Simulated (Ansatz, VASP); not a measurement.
## Two plane-wave programs on MgO

File INCAR:

```
SYSTEM = MgO
ALGO     = Normal         ! electronic algorithm
EDIFF    = 1E-6           ! SCF threshold, eV
ENCUT    = 520            ! plane-wave cutoff, eV
ISIF     = 2              ! what is computed and relaxed
ISMEAR   = 0              ! smearing method
LASPH    = .TRUE.         ! aspherical terms in the spheres
LCHARG   = .FALSE.        ! write CHGCAR
LREAL    = .FALSE.        ! projectors in reciprocal space
LWAVE    = .FALSE.        ! write WAVECAR
NBANDS   = 36             ! bands
NELM     = 60             ! most SCF steps
PREC     = Accurate       ! precision mode
SIGMA    = 0.05           ! smearing width, eV
```

File KPOINTS:

```
k-points
0
G
  4 4 4
  0 0 0
```

POSCAR

```
MgO
1.0
    5.5230736673      0.0000000000      0.0000000000
    0.0000000000      5.5230736673      0.0000000000
    0.0000000000      0.0000000000      5.5230736673
Mg O
6 6
Direct
    0.2500000000     -0.0079484901      0.5000000000
    0.0000000000      0.5079484901      0.2500000000
    0.5000000000      0.7500000000      0.0000000000
    0.7500000000     -0.0079484901      0.5000000000
    0.0000000000      0.5079484901      0.7500000000
    0.5000000000      0.2500000000      0.0000000000
    0.2500000000      0.4915995730      0.0000000000
    0.5000000000      0.0084004270      0.2500000000
    0.0000000000      0.7500000000      0.5000000000
    0.7500000000      0.4915995730      0.0000000000
    0.5000000000      0.0084004270      0.7500000000
    0.0000000000      0.2500000000      0.5000000000
```

Input for Ansatz:

```yaml
crystal:
  lattice:
    - [5.5230736673, 0.0, 0.0]
    - [0.0, 5.5230736673, 0.0]
    - [0.0, 0.0, 5.5230736673]
  atoms:
    - { symbol: Mg, position: [0.25, -0.0079484901, 0.5] }
    - { symbol: Mg, position: [0.0, 0.5079484901, 0.25] }
    - { symbol: Mg, position: [0.5, 0.75, 0.0] }
    - { symbol: Mg, position: [0.75, -0.0079484901, 0.5] }
    - { symbol: Mg, position: [0.0, 0.5079484901, 0.75] }
    - { symbol: Mg, position: [0.5, 0.25, 0.0] }
    - { symbol: O, position: [0.25, 0.491599573, 0.0] }
    - { symbol: O, position: [0.5, 0.008400427, 0.25] }
    - { symbol: O, position: [0.0, 0.75, 0.5] }
    - { symbol: O, position: [0.75, 0.491599573, 0.0] }
    - { symbol: O, position: [0.5, 0.008400427, 0.75] }
    - { symbol: O, position: [0.0, 0.25, 0.5] }
basis:
  ecutwfc: 520.0
kpoints:
  mp_grid: { grid: [4, 4, 4] }
hamiltonian:
  xc: lda
  pseudopotentials: { kind: paw, azcp: { folder: soft_1 } }
scf:
  occupations: { method: gaussian, width: 0.05 }
output:
  forces: true
  stress: true
  eigenvalues: true
```

Change from the starting cell: mode 14 frozen in at -0.014 Å and mode 24 at -0.058 Å (largest displacements).

Alike in both runs: task single point; functional LDA; k mesh 4 × 4 × 4; occupations gaussian, width 0.05 eV; no spin polarisation.

|  | VASP | Ansatz |
| --- | --- | --- |
| version | VASP 6.6.1 | Ansatz 0.2.0 |
| potentials or method | VASP PAW LDA potentials, release 64 (Mg, O), cutoff 520 eV | scalar-relativistic, plane waves, PAW |
| valence electrons in the cell | 48 | 96 |

```tsv
	VASP	Ansatz	Ansatz less VASP
gap on the k mesh at the Fermi level (eV)	2.80	2.81	+0.011
least direct gap on the mesh (eV)	2.81	2.82	+0.011
pressure (GPa)	-0.6	0.1	+0.71
traceless stress, the component that is largest in VASP (GPa)	-0.12	-0.12	-0.003
rms of the force components (eV/Å)	0.403	0.394	-0.0084
```

Ansatz warns that its potentials were made for another functional, while VASP's fit it. LDA's correlation is that of Perdew and Zunger in VASP and of Perdew and Wang (1992) in Ansatz. Atom by atom the forces differ by 0.008 eV/Å (rms over components). VASP's potentials hold 48 valence electrons a cell and Ansatz's 96, so a difference there can come from the potentials and not from the codes.
